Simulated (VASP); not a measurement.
# H4C in VASP: a series of runs

The runs below take H4C through single point, with r2SCAN.

Program: VASP 6.6.1. These are calculated values, not measurements. Logs are shortened: lines on timing, memory, paths and dates and some standing lists are left out, and cuts for length are marked.

### Step 1. The cell of the first run

The cell holds an amorphous packing of atoms, 40 atoms: a = 7.388 Å, b = 7.388 Å, c = 7.388 Å, α = 90.00°, β = 90.00°, γ = 90.00°.

### Step 2. Single point, r2SCAN

File POSCAR:

```
H4C
1.0
    7.3876590000      0.0000000000      0.0000000000
    0.0000000000      7.3876590000      0.0000000000
    0.0000000000      0.0000000000      7.3876590000
C H
8 32
Direct
    0.4580946993      0.4492961097      0.6279255219
    0.4877746350      0.8340650668      0.0814154733
    0.3610886050     -0.0186512230      0.5384091394
    0.8819401181      0.1940925480      0.4209979555
    0.9265299957      0.7167401606      0.3574314881
    0.9948976250      0.8555912444      0.8437473221
    0.7716159417      0.3856107628      0.9795381240
    0.2427308737      0.3714504516      0.0755623561
    0.3333360345      0.4348631835      0.5502847708
    0.5706041664      0.4752980399      0.5358007537
    0.4850124352      0.3247953247      0.7022433146
    0.4445243252      0.5604084209      0.7235355628
    0.5669208091      0.9356574108      0.1531048280
    0.3882964879      0.7755731798      0.1735027918
    0.5766440234      0.7272312954      0.0317604985
    0.4183545244      0.8968402455     -0.0322745993
    0.3953824967      0.0893423274      0.4431303760
    0.4850110843     -0.0775834274      0.5934725446
    0.2833565882     -0.1229515704      0.4679134239
    0.2807915070      0.0360169760      0.6484994884
    0.7843562635      0.1165363010      0.4987078495
    0.8897403207      0.1399237952      0.2847981894
    1.0143424827      0.1856564259      0.4847254024
    0.8393060810      0.3338702975      0.4150725052
    0.9951038272      0.8293167995      0.4218451392
    0.8313283581      0.6566926011      0.4523340919
    1.0253835462      0.6160160993      0.3155745453
    0.8530990025      0.7647453302      0.2398492089
    1.0882077348      0.7702366857      0.7682357997
    1.0690204938      0.9304128412      0.9468610586
    0.8928598252      0.7716263859      0.9085518741
    0.9296200444      0.9495859267      0.7509975402
    0.8390755729      0.4617973582      1.0859724470
    0.6491697031      0.3238866488      1.0328876750
    0.8625439099      0.2807859742      0.9296974343
    0.7360524435      0.4755502691      0.8688744830
    0.3539232412      0.4268699694      0.1540268976
    0.1425244555      0.3137615397      0.1659143979
    0.2940416467      0.2668597170     -0.0141573140
    0.1818342712      0.4783083076     -0.0050967596
```

File INCAR.step1:

```
SYSTEM = H4C
  ALGO = Normal
  EDIFF = 1E-4
  ENCUT = 520
  GGA = PE
  ISMEAR = -1
  LASPH = .True.
  LCHARG = .False.
  LREAL = Auto
  LWAVE = .True.
  NBANDS = 58
  NELM = 100
  PREC = Accurate
  SIGMA = 0.02
```

File INCAR.step2:

```
SYSTEM = H4C
  ALGO = Normal
  EDIFF = 1E-6
  ENCUT = 520
  ISIF = 2
  ISMEAR = -1
  ISTART = 1
  LASPH = .True.
  LCHARG = .False.
  LMIXTAU = .True.
  LREAL = Auto
  LWAVE = .False.
  METAGGA = R2SCAN
  NBANDS = 58
  NELM = 100
  PREC = Accurate
  SIGMA = 0.02
```

File KPOINTS:

```
k-points
0
Gamma
  1 1 1
  0 0 0
```

Potentials or basis: VASP PAW PBE potentials, release 64 (C, H).

On the command line:

```console
cat potpaw_PBE.64/C/POTCAR potpaw_PBE.64/H/POTCAR > POTCAR
cp INCAR.step1 INCAR
mpirun -np 1 vasp_gam > vasp.out
cp INCAR.step2 INCAR
mpirun -np 1 vasp_gam > vasp.out
```

OUTCAR:

```text
SYSTEM = H4C
   EDIFF = 1E-6
   ENCUT = 520
   ISIF = 2
   ISMEAR = -1
   ISTART = 1
   LASPH = .True.
   LREAL = Auto
   METAGGA = R2SCAN
   NELM = 100
   PREC = Accurate

 ion  position               nearest neighbor table
   1  0.458  0.449  0.628-  12 1.09  11 1.09   9 1.09  10 1.09
   2  0.488  0.834  0.081-  16 1.09  13 1.09  15 1.09  14 1.09
   3  0.361  0.981  0.538-  20 1.08  18 1.09  19 1.09  17 1.09
   4  0.882  0.194  0.421-  24 1.08  22 1.08  21 1.09  23 1.09
   5  0.927  0.717  0.357-  28 1.08  25 1.08  27 1.09  26 1.09
   6  0.995  0.856  0.844-  31 1.09  29 1.09  32 1.09  30 1.09
   7  0.772  0.386  0.980-  36 1.09  34 1.09  33 1.09  35 1.09
   8  0.243  0.371  0.076-  38 1.08  37 1.09  39 1.09  40 1.09
   9  0.333  0.435  0.550-   1 1.09
  10  0.571  0.475  0.536-   1 1.09
  11  0.485  0.325  0.702-   1 1.09
  12  0.445  0.560  0.724-   1 1.09
  13  0.567  0.936  0.153-   2 1.09
  14  0.388  0.776  0.174-   2 1.09
[... 24 lines left out ...]
  39  0.294  0.267  0.986-   8 1.09
  40  0.182  0.478  0.995-   8 1.09

  LATTYP: Found a simple cubic cell.
 ALAT       =     7.3876590000

  Lattice vectors:

 A1 = (   7.3876590000,   0.0000000000,   0.0000000000)
 A2 = (   0.0000000000,   7.3876590000,   0.0000000000)
 A3 = (   0.0000000000,   0.0000000000,   7.3876590000)

Analysis of symmetry for initial positions (statically):
=====================================================================
 Subroutine PRICEL returns:
 Original cell was already a primitive cell.

 Routine SETGRP: Setting up the symmetry group for a
 simple cubic supercell.

 Subroutine GETGRP returns: Found  1 space group operations
 (whereof  1 operations were pure point group operations)
 out of a pool of 48 trial point group operations.

The static configuration has the point symmetry C_1 .

Analysis of symmetry for dynamics (positions and initial velocities):
=====================================================================
 Subroutine PRICEL returns:
 Original cell was already a primitive cell.

 Routine SETGRP: Setting up the symmetry group for a
 simple cubic supercell.

 Subroutine GETGRP returns: Found  1 space group operations
 (whereof  1 operations were pure point group operations)
 out of a pool of 48 trial point group operations.

The dynamic configuration has the point symmetry C_1 .

 Subroutine INISYM returns: Found  1 space group operations
 (whereof  1 operations are pure point group operations),
 and found     1 'primitive' translations

----------------------------------------------------------------------------------------

                                     Primitive cell

  volume of cell :     403.2000

  direct lattice vectors                    reciprocal lattice vectors
     7.387659000  0.000000000  0.000000000     0.135360877  0.000000000  0.000000000
     0.000000000  7.387659000  0.000000000     0.000000000  0.135360877  0.000000000
     0.000000000  0.000000000  7.387659000     0.000000000  0.000000000  0.135360877

  length of vectors
     7.387659000  7.387659000  7.387659000     0.135360877  0.135360877  0.135360877

  position of ions in fractional coordinates (direct lattice)
     0.458094699  0.449296110  0.627925522
     0.487774635  0.834065067  0.081415473
     0.361088605  0.981348777  0.538409139
     0.881940118  0.194092548  0.420997955
     0.926529996  0.716740161  0.357431488
     0.994897625  0.855591244  0.843747322
[... 32 lines left out ...]
     0.294041647  0.266859717  0.985842686
     0.181834271  0.478308308  0.994903240

  ion indices of the primitive-cell ions
   primitive index   ion index
                 1           1
                 2           2
                 3           3
                 4           4
                 5           5
                 6           6
[... 32 lines left out ...]
                39          39
                40          40

----------------------------------------------------------------------------------------

 KPOINTS: k-points

Automatic generation of k-mesh.
[... 45 lines left out ...]
   TEBEG  =    0.0;   TEEND  =   0.0 temperature during run
   PSTRESS=    0.0 pullay stress
   NELECT =      64.0000    total number of electrons
   NUPDOWN=      -1.0000    fix difference up-down
   EMIN   =  10.00;   EMAX   =-10.00  energy-range for DOS
   EFERMI =   0.00;   METHOD = LEGACY
   ISMEAR =    -1;   SIGMA  =   0.02  broadening in eV -4-tet -1-fermi 0-gaus
   EFERMI_NEDOS =   21; number of points for ismear=-14 and -15
   IALGO  =     38    algorithm
   IMIX   =      4    mixing-type and parameters
     AMIX     =   0.40;   BMIX     =  1.00
     AMIX_MAG =   1.60;   BMIX_MAG =  1.00
  volume/ion in A,a.u.               =      10.08        68.02
  Fermi-wavevector in a.u.,A,eV,Ry     =   0.886396  1.675046 10.690078  0.785699
  Thomas-Fermi vector in A             =   2.007557
   LORBIT       =      0    0 simple, 1 ext, 2 COOP (PROOUT), +10 PAW based schemes
   METAGGA = R2SCAN    functional components
   LHFCALC =     F    Hartree Fock is set to
   AEXX    =    0.0000 exact exchange contribution
   IVDW    =     0    specifies the selected vdW correction
   LEPSILON=     F    determine dielectric tensor
   LRPA    =     F    only Hartree local field effects (RPA)
 non-spin polarized calculation
  energy-cutoff  :      520.00
  volume of cell :      403.20
 maximum number of plane-waves:      5414
 NGX is ok and might be reduce to    54
   NGX = 27   NGY = 27   NGZ = 27

 number of electron      64.0000005 magnetization

 Free energy of the ion-electron system (eV)
  ---------------------------------------------------
  ext. energy  EPLUGINS =         0.00000000
  ---------------------------------------------------
  free energy    TOTEN  =      -199.95956252 eV

  energy without entropy =     -199.95956252  energy(sigma->0) =     -199.95956252

 E-fermi :  -6.1224     XC(G=0):  -6.5086

 val. band max:       -6.6500123663   @ k =   0.0000   0.0000   0.0000
 cond. band min:       1.5224939838   @ k =   0.0000   0.0000   0.0000
 fundamental gap:      8.1725063500
 Fermi energy:        -6.1224141775

 k-point     1 :       0.0000    0.0000    0.0000
  band No.  band energies     occupation
      1     -15.9256      2.00000
      2     -15.5783      2.00000
      3     -15.5550      2.00000
      4     -15.5085      2.00000
      5     -15.4301      2.00000
      6     -15.3853      2.00000
[... 36 lines left out ...]
     43       4.8987      0.00000
     44       4.9111      0.00000
 [bands above 44 left out]

------------------------ aborting loop because EDIFF is reached ----------------------------------------

  FORCE on cell =-STRESS in cart. coord.  units (eV):
  Direction    XX          YY          ZZ          XY          YZ          ZX
  --------------------------------------------------------------------------------------
  -------------------------------------------------------------------------------------
  Total        1.3476857      1.3365766      0.7018055      0.0354501      0.0415070      0.0596693
  in kB        5.3552368      5.3110930      2.7887324      0.1408666      0.1649343      0.2371053
  external PRESSURE =       4.4850208 kB  Pullay stress =       0.0000000 kB

 VOLUME and BASIS-vectors are now :
 -----------------------------------------------------------------------------
  energy-cutoff  :      520.00
  volume of cell :      403.20
      direct lattice vectors                 reciprocal lattice vectors
     7.387659000  0.000000000  0.000000000     0.135360877  0.000000000  0.000000000
     0.000000000  7.387659000  0.000000000     0.000000000  0.135360877  0.000000000
     0.000000000  0.000000000  7.387659000     0.000000000  0.000000000  0.135360877

 POSITION                                       TOTAL-FORCE (eV/Angst)
 -----------------------------------------------------------------------------------
      3.38425      3.31925      4.63890         0.029481     -0.063767     -0.008648
      3.60351      6.16179      0.60147        -0.005876     -0.076831      0.050345
      2.66760      7.24987      3.97758         0.051502     -0.064657     -0.235902
      6.51547      1.43389      3.11019         0.006701     -0.013534      0.059371
      6.84489      5.29503      2.64058         0.038869     -0.048115     -0.000203
      7.34996      6.32082      6.23332         0.005918      0.007859      0.014963
[... 32 lines left out ...]
      2.17228      1.97147      7.28307         0.019783     -0.103670     -0.055021
      1.34333      3.53358      7.35001        -0.050473      0.060558     -0.013117
 -----------------------------------------------------------------------------------
    total drift:                                0.009353     -0.020111      0.016388

  FREE ENERGIE OF THE ION-ELECTRON SYSTEM (eV)
  ---------------------------------------------------
  free  energy   TOTEN  =      -199.9595625180 eV

  energy  without entropy=     -199.9595625180  energy(sigma->0) =     -199.95956252
```

It took 1.9 min on 1 thread of Intel Xeon 6975P-C (Granite Rapids), shared host; peak memory 0.43 GiB.

What came out:

```
Free energy            : -199.9596 eV
Pressure               : 0.4 GPa
Largest force          : 0.250 eV/Å
Band gap on the k mesh : 8.17 eV
```

Forces in eV/Å, atoms in the order of the input:
```
C    0.029 -0.064 -0.009
C   -0.006 -0.077  0.050
C    0.052 -0.065 -0.236
C    0.007 -0.014  0.059
C    0.039 -0.048  0.000
C    0.006  0.008  0.015
C    0.025 -0.040  0.000
C    0.076  0.018 -0.001
H   -0.003  0.010  0.007
H   -0.080  0.032  0.036
H   -0.022  0.062 -0.052
H    0.007  0.048  0.004
H    0.023 -0.003  0.002
H    0.055  0.032 -0.053
H   -0.029  0.029  0.022
H   -0.015  0.014 -0.049
H   -0.045 -0.114  0.096
H   -0.035  0.006 -0.064
H    0.137  0.109  0.121
H   -0.081  0.075  0.070
H   -0.085 -0.066  0.060
H    0.002 -0.077 -0.129
H    0.064 -0.014  0.034
H   -0.068  0.157  0.017
H    0.022  0.033  0.020
H   -0.011 -0.017  0.063
H    0.035 -0.045  0.005
H   -0.053  0.048 -0.094
H    0.023 -0.021  0.004
H    0.010  0.029  0.010
H   -0.027 -0.024  0.001
H    0.010  0.029  0.000
H   -0.014  0.000 -0.016
H   -0.008 -0.032 -0.014
H   -0.001 -0.015 -0.002
H    0.004  0.038 -0.055
H    0.071  0.035  0.073
H   -0.086 -0.034  0.074
H    0.020 -0.104 -0.055
H   -0.050  0.061 -0.013
```

Stress tensor (GPa, compression positive):
```
0.54 0.01 0.02
0.01 0.53 0.02
0.02 0.02 0.28
```

Caveat: the k points lie up to 0.85 Å⁻¹ apart; the PAW data sets were made with another functional, which shifts forces and pressure a little.

[end of part 1 of 2]
